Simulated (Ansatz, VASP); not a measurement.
## Two plane-wave programs on Al2Cu

INCAR

```
  PREC = Accurate
  ENCUT = 520
  EDIFF = 1E-7
  ISMEAR = 0
  SIGMA = 0.15
  LREAL = F
  LASPH = T
  NELM = 60
  ALGO = Fast
  ISIF = 2
  LWAVE = F
  LCHARG = F
  GGA = PE
  NBANDS = 16
```

KPOINTS

```
regular mesh
0
Gamma
  16 16 16
```

Contents of POSCAR:

```
Al2Cu
1.0
   -2.0446280232      2.0446280232      3.0357928893
    2.0446280232     -2.0446280232      3.0357928893
    2.0446280232      2.0446280232     -3.0357928893
Al Cu
2 1
Direct
    0.7500000000      0.2500000000      0.5000000000
    0.2500000000      0.7500000000      0.5000000000
    0.5000000000      0.5000000000      0.0000000000
```

Input for Ansatz:

```yaml
crystal:
  lattice:
    - [-2.0446280232, 2.0446280232, 3.0357928893]
    - [2.0446280232, -2.0446280232, 3.0357928893]
    - [2.0446280232, 2.0446280232, -3.0357928893]
  atoms:
    - { symbol: Al, position: [0.75, 0.25, 0.5] }
    - { symbol: Al, position: [0.25, 0.75, 0.5] }
    - { symbol: Cu, position: [0.5, 0.5, 0.0] }
basis:
  ecutwfc: 420
kpoints:
  mp_grid: { grid: [16, 16, 16] }
hamiltonian:
  xc: pbe
scf:
  occupations: { method: gaussian, width: 0.15 }
output:
  forces: true
  stress: true
  eigenvalues: true
```

Change from the starting cell: strain +0.0500 x Voigt [0, 0, 1, 0, 0, 0], atoms carried along.

Alike in both runs: task single point; functional PBE; k mesh 16 × 16 × 16; occupations gaussian, width 0.15 eV; no spin polarisation.

```csv
,VASP,Ansatz
version,VASP 6.6.1,Ansatz 0.2.0
potentials or method,"VASP PAW PBE potentials, release 64 (Al, Cu), cutoff 520 eV","scalar-relativistic, plane waves, PAW"
valence electrons in the cell,17,25
```

```csv
,VASP,Ansatz,Ansatz less VASP
gap on the k mesh at the Fermi level (eV),none,none,-
pressure (GPa),-4.1,-4.1,+0.04
"traceless stress, the component that is largest in VASP (GPa)",-2.41,-2.46,-0.048
```

A gap of «none» marks a metal or a gap that the smearing closes. With one functional, cell and mesh, what is left measures potentials, basis and numerics. VASP's potentials hold 17 valence electrons a cell and Ansatz's 25, so a difference there can come from the potentials and not from the codes.
